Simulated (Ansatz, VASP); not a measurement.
## SiC3 in VASP and in Ansatz

Contents of INCAR:

```
PREC = Accurate ; ENCUT = 520
EDIFF = 1E-6 ; ISMEAR = 0
SIGMA = 0.1 ; LREAL = False
LASPH = True ; NELM = 80
ALGO = Normal ; ISIF = 2
LWAVE = False ; LCHARG = False
GGA = PE ; NBANDS = 16
```

Contents of KPOINTS:

```
regular mesh
0
Gamma
  6 6 2
```

File POSCAR:

```
SiC3
1.0
    2.6667169800      0.0000000000      0.0000000000
    0.0000000000      2.6667169800      0.0000000000
    0.0000000000      0.0000000000      7.5426146400
Si C
1 3
Direct
    0.0000000000      0.0000000000      0.0000000000
    0.5000000000      0.5000000000      0.2500000000
    0.0000000000      0.0000000000      0.5000000000
    0.5000000000      0.5000000000      0.7500000000
```

Input for Ansatz:

```yaml
crystal:
  lattice:
    - [2.66671698, 0.0, 0.0]
    - [0.0, 2.66671698, 0.0]
    - [0.0, 0.0, 7.54261464]
  atoms:
    - { symbol: Si, position: [0.0, 0.0, 0.0] }
    - { symbol: C, position: [0.5, 0.5, 0.25] }
    - { symbol: C, position: [0.0, 0.0, 0.5] }
    - { symbol: C, position: [0.5, 0.5, 0.75] }
basis:
  ecutwfc: 420
kpoints:
  mp_grid: { grid: [6, 6, 2] }
hamiltonian:
  xc: pbe
scf:
  occupations: { method: gaussian, width: 0.1 }
  lower_state_search: "off"
output:
  forces: true
  stress: true
  eigenvalues: true
```

Alike in both runs: task single point; functional PBE; k mesh 6 × 6 × 2; occupations gaussian, width 0.1 eV; no spin polarisation.

|  | VASP | Ansatz |
| --- | --- | --- |
| version | VASP 6.6.1 | Ansatz 0.2.0 |
| potentials or method | VASP PAW PBE potentials, release 64 (Si, C), cutoff 520 eV | scalar-relativistic, plane waves, PAW |
| valence electrons in the cell | 16 | 16 |

```tsv
	VASP	Ansatz	Ansatz less VASP
gap on the k mesh at the Fermi level (eV)	none	none	-
pressure (GPa)	-24.2	-24.2	-0.02
traceless stress, the component that is largest in VASP (GPa)	-1.86	-1.86	-0.003
rms of the force components (eV/Å)	0.015	0.016	+0.0002
```

Atom by atom the forces differ by 0.000 eV/Å (rms over components). A gap of «none» marks a metal or a gap that the smearing closes. The functional is the same, so the differences come from potentials, cutoffs and numerics.

The k mesh is coarse, so the values compare programs but aren't converged.
